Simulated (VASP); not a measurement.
Sb, 1 atom in the cell. The structure is cubic, space group Fm-3m (No. 225). The conventional cell has a = 4.791 Å, b = 4.791 Å, c = 4.791 Å, α = 90.00°, β = 90.00°, γ = 90.00°. Within 4.5 Å of Sb (site symmetry m-3m) lie 12 Sb at 3.39 Å. 

| Property | Result |
| --- | --- |
| Program | VASP 6.6.1 |
| Task | single point |
| Functional | PBE |
| Potentials or basis | VASP PAW PBE potentials, release 64 (Sb) |
| Cutoff | 520 eV |
| k mesh | 4 × 4 × 4 |
| Occupations | fermi-dirac, width 0.15 eV |
| Spin | non-collinear spin, zero start, spin-orbit coupling |
| Starting moments | [[0, 0, 0]] μB |
| Dipole correction | no |
| Further INCAR settings | ALGO = Normal; EDIFF = 1e-07; NBANDS = 16 |

Potentials or basis: VASP PAW PBE potentials, release 64 (Sb).

The run is started by

```bash
$ cat potpaw_PBE.64/Sb/POTCAR > POTCAR
$ mpirun -np 1 vasp_ncl > vasp.out
```

Hardware: 1 thread of Intel Xeon 6975P-C, with other jobs on the host.

**Question.** Estimate the wall time of this run.

**Answer.** Wall time 13 s on 1 thread of Intel Xeon 6975P-C, with other jobs on the host, peak memory 0.23 GiB. Counts: scf iterations 12, k points 8.
